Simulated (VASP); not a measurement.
# W2Cl (Fd-3m) in VASP: notebook

The runs below take W2Cl through single point, with PBE.

Everything below comes from runs of VASP 6.6.1. Logs are shortened: lines on timing, memory, paths and dates and some standing lists are left out, and cuts for length are marked.

## (1) The cell of the first run

The structure is cubic, space group Fd-3m (No. 227). The conventional cell has a = 7.660 Å, b = 7.660 Å, c = 7.660 Å, α = 90.00°, β = 90.00°, γ = 90.00°. Within 3.6 Å of W (site symmetry -3m) lie 6 W at 2.71 Å and 6 Cl at 3.18 Å. Within 4.2 Å of Cl (site symmetry -43m) lie 12 W at 3.18 Å and 4 Cl at 3.32 Å.

## (2) Single point, PBE

The input, INCAR:

```
SYSTEM = W2Cl
PREC = Accurate
ENCUT = 520
EDIFF = 1E-7
ISMEAR = 0
SIGMA = 0.1
LREAL = .FALSE.
LASPH = .TRUE.
NELM = 100
ALGO = Normal
ISIF = 2
LWAVE = .FALSE.
LCHARG = .TRUE.
GGA = PE
LELF = .TRUE.
LVHAR = .TRUE.
NBANDS = 44
```

The input, KPOINTS:

```
regular mesh
0
G
  4 4 4
  0 0 0
```

The input, POSCAR:

```
W2Cl
1.0
    0.0000000000      3.8299302464      3.8299302464
    3.8299302464      0.0000000000      3.8299302464
    3.8299302464      3.8299302464      0.0000000000
W Cl
4 2
Direct
    0.6250000000      0.6250000000      0.6250000000
    0.1250000000      0.6250000000      0.6250000000
    0.6250000000      0.6250000000      0.1250000000
    0.6250000000      0.1250000000      0.6250000000
    0.0000000000      0.0000000000      0.0000000000
    0.2500000000      0.2500000000      0.2500000000
```

Potentials or basis: VASP PAW PBE potentials, release 64 (W_sv, Cl).

Command:

```sh
cat potpaw_PBE.64/W_sv/POTCAR potpaw_PBE.64/Cl/POTCAR > POTCAR
mpirun -np 1 vasp_std > vasp.out
```

OUTCAR:

```text
SYSTEM = W2Cl
   PREC = Accurate
   ENCUT = 520
   EDIFF = 1E-7
   ISMEAR = 0
   LREAL = .FALSE.
   LASPH = .TRUE.
   NELM = 100
   ISIF = 2
   GGA = PE

 ion  position               nearest neighbor table
   1  0.625  0.625  0.625-   2 2.71   3 2.71   4 2.71   3 2.71   4 2.71   2 2.71
   2  0.125  0.625  0.625-   1 2.71   3 2.71   4 2.71   1 2.71   3 2.71   4 2.71
   3  0.625  0.625  0.125-   1 2.71   1 2.71   2 2.71   4 2.71   4 2.71   2 2.71
   4  0.625  0.125  0.625-   1 2.71   3 2.71   1 2.71   2 2.71   3 2.71   2 2.71
   5  0.000  0.000  0.000-
   6  0.250  0.250  0.250-

  LATTYP: Found a face centered cubic cell.
 ALAT       =     7.6598604928

  Lattice vectors:

 A1 = (   0.0000000000,   3.8299302464,   3.8299302464)
 A2 = (   3.8299302464,   0.0000000000,   3.8299302464)
 A3 = (   3.8299302464,   3.8299302464,   0.0000000000)

Analysis of symmetry for initial positions (statically):
=====================================================================
 Subroutine PRICEL returns:
 Original cell was already a primitive cell.

 Routine SETGRP: Setting up the symmetry group for a
 face centered cubic supercell.

 Subroutine GETGRP returns: Found 48 space group operations
 (whereof 24 operations were pure point group operations)
 out of a pool of 48 trial point group operations.

The static configuration has the point symmetry T_d .
 The point group associated with its full space group is O_h .

Analysis of symmetry for dynamics (positions and initial velocities):
=====================================================================
 Subroutine PRICEL returns:
 Original cell was already a primitive cell.

 Routine SETGRP: Setting up the symmetry group for a
 face centered cubic supercell.

 Subroutine GETGRP returns: Found 48 space group operations
 (whereof 24 operations were pure point group operations)
 out of a pool of 48 trial point group operations.

The dynamic configuration has the point symmetry T_d .
 The point group associated with its full space group is O_h .

 Subroutine INISYM returns: Found 48 space group operations
 (whereof 24 operations are pure point group operations),
 and found     1 'primitive' translations

----------------------------------------------------------------------------------------

                                     Primitive cell

  volume of cell :     112.3576

  direct lattice vectors                    reciprocal lattice vectors
     0.000000000  3.829930246  3.829930246    -0.130550681  0.130550681  0.130550681
     3.829930246  0.000000000  3.829930246     0.130550681 -0.130550681  0.130550681
[... 82 lines left out ...]
   ISIF   =      2    stress and relaxation
   ISYM   =      2    0-nonsym 1-usesym 2-fastsym
   POTIM  = 0.5000    time-step for ionic-motion
   TEBEG  =    0.0;   TEEND  =   0.0 temperature during run
   PSTRESS=    0.0 pullay stress
   NELECT =      70.0000    total number of electrons
   NUPDOWN=      -1.0000    fix difference up-down
   EMIN   =  10.00;   EMAX   =-10.00  energy-range for DOS
   EFERMI =   0.00;   METHOD = LEGACY
   ISMEAR =     0;   SIGMA  =   0.10  broadening in eV -4-tet -1-fermi 0-gaus
   EFERMI_NEDOS =   21; number of points for ismear=-14 and -15
   IALGO  =     38    algorithm
   IMIX   =      4    mixing-type and parameters
     AMIX     =   0.40;   BMIX     =  1.00
     AMIX_MAG =   1.60;   BMIX_MAG =  1.00
  volume/ion in A,a.u.               =      18.73       126.37
  Fermi-wavevector in a.u.,A,eV,Ry     =   1.398213  2.642239 26.599382  1.954999
  Thomas-Fermi vector in A             =   2.521393
   LORBIT       =      0    0 simple, 1 ext, 2 COOP (PROOUT), +10 PAW based schemes
   GGA     = PE    functional components
   LHFCALC =     F    Hartree Fock is set to
   AEXX    =    0.0000 exact exchange contribution
   IVDW    =     0    specifies the selected vdW correction
   LEPSILON=     F    determine dielectric tensor
   LRPA    =     F    only Hartree local field effects (RPA)
 non-spin polarized calculation
 Gauss-broadening in eV      SIGMA  =   0.10
  energy-cutoff  :      520.00
  volume of cell :      112.36
 maximum number of plane-waves:      3042
   NGX = 21   NGY = 21   NGZ = 21

 number of electron      70.0000005 magnetization

 Free energy of the ion-electron system (eV)
  ---------------------------------------------------
  ext. energy  EPLUGINS =         0.00000000
  ---------------------------------------------------
  free energy    TOTEN  =       -45.74428342 eV

  energy without entropy =      -45.69498118  energy(sigma->0) =      -45.71963230

 E-fermi :   8.0504     XC(G=0): -11.7873

 val. band max:        8.0305712046   @ k =   0.5000   0.0000   0.0000
 cond. band min:       8.1061026707   @ k =   0.2500   0.2500   0.0000
 fundamental gap:      0.0755314661
 Fermi energy:         8.0504138713

 k-point     1 :       0.0000    0.0000    0.0000
  band No.  band energies     occupation
      1     -65.9770      2.00000
      2     -65.8416      2.00000
      3     -65.8416      2.00000
      4     -65.8416      2.00000
      5     -31.0195      2.00000
      6     -30.5211      2.00000
[... 365 lines left out ...]
     43      10.2134      0.00000
     44      10.2134      0.00000

------------------------ aborting loop because EDIFF is reached ----------------------------------------

  FORCE on cell =-STRESS in cart. coord.  units (eV):
  Direction    XX          YY          ZZ          XY          YZ          ZX
  --------------------------------------------------------------------------------------
  -------------------------------------------------------------------------------------
  Total        0.2322006      0.2322006      0.2322006     -0.0000000      0.0000000     -0.0000000
  in kB        3.3110923      3.3110923      3.3110923     -0.0000000      0.0000000     -0.0000000
  external PRESSURE =       3.3110923 kB  Pullay stress =       0.0000000 kB

 VOLUME and BASIS-vectors are now :
 -----------------------------------------------------------------------------
  energy-cutoff  :      520.00
  volume of cell :      112.36
      direct lattice vectors                 reciprocal lattice vectors
     0.000000000  3.829930246  3.829930246    -0.130550681  0.130550681  0.130550681
     3.829930246  0.000000000  3.829930246     0.130550681 -0.130550681  0.130550681
     3.829930246  3.829930246  0.000000000     0.130550681  0.130550681 -0.130550681

 POSITION                                       TOTAL-FORCE (eV/Angst)
 -----------------------------------------------------------------------------------
      4.78741      4.78741      4.78741         0.000000      0.000000     -0.000000
      4.78741      2.87245      2.87245         0.000000      0.000000     -0.000000
      2.87245      2.87245      4.78741         0.000000      0.000000     -0.000000
      2.87245      4.78741      2.87245         0.000000      0.000000     -0.000000
      0.00000      0.00000      0.00000         0.000000      0.000000     -0.000000
      1.91497      1.91497      1.91497        -0.000000     -0.000000      0.000000
 -----------------------------------------------------------------------------------
    total drift:                                0.000000      0.000000      0.000000

  FREE ENERGIE OF THE ION-ELECTRON SYSTEM (eV)
  ---------------------------------------------------
  free  energy   TOTEN  =       -45.7442834219 eV

  energy  without entropy=      -45.6949811841  energy(sigma->0) =      -45.71963230
```

OSZICAR:

```text
N       E                     dE             d eps       ncg     rms          rms(c)
DAV:   1     0.882594635456E+03    0.88259E+03   -0.40082E+04   704   0.171E+03
DAV:   2     0.972435210525E+01   -0.87287E+03   -0.85098E+03   780   0.535E+02
DAV:   3    -0.452638490648E+02   -0.54988E+02   -0.52394E+02   864   0.127E+02
DAV:   4    -0.477371850153E+02   -0.24733E+01   -0.24110E+01   880   0.236E+01
DAV:   5    -0.478004578993E+02   -0.63273E-01   -0.62835E-01   868   0.377E+00    0.350E+01
DAV:   6    -0.460791642676E+02    0.17213E+01   -0.23314E+00   824   0.940E+00    0.163E+01
DAV:   7    -0.457522000049E+02    0.32696E+00   -0.16288E+00   840   0.633E+00    0.280E+00
DAV:   8    -0.457463204549E+02    0.58796E-02   -0.71786E-02   848   0.154E+00    0.172E+00
DAV:   9    -0.457447742418E+02    0.15462E-02   -0.11008E-02   864   0.714E-01    0.524E-01
DAV:  10    -0.457442783183E+02    0.49592E-03   -0.11263E-03   868   0.217E-01    0.738E-02
DAV:  11    -0.457442826684E+02   -0.43501E-05   -0.11468E-04   916   0.633E-02    0.300E-02
DAV:  12    -0.457442843405E+02   -0.16721E-05   -0.55906E-06   864   0.143E-02    0.921E-03
DAV:  13    -0.457442832624E+02    0.10782E-05   -0.67604E-07   824   0.550E-03    0.213E-03
DAV:  14    -0.457442833965E+02   -0.13414E-06   -0.55679E-08   444   0.166E-03    0.119E-03
DAV:  15    -0.457442834219E+02   -0.25380E-07   -0.75918E-09   412   0.544E-04
   1 F= -.45744283E+02 E0= -.45719632E+02  d E =-.493022E-01
```

Wall time 24 s (1 thread of Intel Xeon 6975P-C (Granite Rapids), shared host); peak memory 0.24 GiB.

Results:

```
Free energy            : -45.7443 eV
Pressure               : 0.3 GPa
Band gap on the k mesh : zero (bands 35 and 36 overlap by 2.44 eV)
```

Levels at points of the mesh, in eV from the Fermi level:
| k point | band 31 | band 32 | band 33 | band 34 | band 35 | band 36 | band 37 | band 38 | band 39 | band 40 |
| --- | --- | --- | --- | --- | --- | --- | --- | --- | --- | --- |
| (0.00, 0.00, 0.00) | -2.57 | 0.09 | 0.09 | 0.09 | 2.11 | 2.11 | 2.11 | 2.16 | 2.16 | 2.16 |
| (0.50, 0.00, 0.00) | -0.87 | -0.87 | -0.74 | -0.74 | -0.23 | -0.02 | -0.02 | 0.58 | 0.84 | 0.84 |
| (0.50, 0.50, 0.00) | -0.86 | -0.86 | -0.42 | -0.42 | -0.33 | -0.33 | 0.20 | 0.20 | 0.23 | 0.23 |

Caveat: spin-orbit coupling is left out, which moves the levels of the heavy elements.

## (3) Single point, PBE

This run uses another cell than the first one, of 19.48 Å³/atom.

The input, INCAR:

```
SYSTEM = W2Cl
  PREC = Accurate
  ENCUT = 520
  EDIFF = 1E-6
  ISMEAR = 0
  SIGMA = 0.1
  LREAL = .FALSE.
  LASPH = .TRUE.
  NELM = 80
  ALGO = Normal
  ISIF = 2
  LWAVE = .FALSE.
  LCHARG = .TRUE.
  GGA = PE
  LELF = .TRUE.
  LVHAR = .TRUE.
  NBANDS = 44
```

The input, KPOINTS:

```
Automatic mesh
0
G
  4 4 4
  0 0 0
```

POSCAR, as its differences from that of step 2:

```diff
@@ -2,5 +2,5 @@
 1.0
-    0.0000000000      3.8299302464      3.8299302464
-    3.8299302464      0.0000000000      3.8299302464
-    3.8299302464      3.8299302464      0.0000000000
+    0.0000000000      3.8804466515      3.8804466515
+    3.8804466515      0.0000000000      3.8804466515
+    3.8804466515      3.8804466515      0.0000000000
 W Cl
```

Potentials or basis: VASP PAW PBE potentials, release 64 (W_sv, Cl).

Command:

```sh
cat potpaw_PBE.64/W_sv/POTCAR potpaw_PBE.64/Cl/POTCAR > POTCAR
mpirun -np 1 vasp_std > vasp.out
```

Wall time 34 s (1 thread of Intel Xeon 6975P-C (Granite Rapids), shared host); peak memory 0.25 GiB.

Results (log left out):

```
Free energy            : -45.6816 eV
Pressure               : -4.8 GPa
Band gap on the k mesh : zero (bands 35 and 36 overlap by 2.29 eV)
```

Levels at points of the mesh, in eV from the Fermi level:
```tsv
k point	band 32	band 33	band 34	band 35	band 36	band 37	band 38	band 39
(0.00, 0.00, 0.00)	0.07	0.07	0.07	2.01	2.01	2.01	2.08	2.08
(0.50, 0.00, 0.00)	-0.78	-0.71	-0.71	-0.22	-0.04	-0.04	0.51	0.81
(0.50, 0.50, 0.00)	-0.82	-0.39	-0.39	-0.29	-0.29	0.17	0.17	0.21
```

Caveat: the cell stands under tension; spin-orbit coupling is left out, which moves the levels of the heavy elements.

[end of part 1 of 2]

The gap in the log of VASP goes by the Fermi energy; the results here count the filled bands.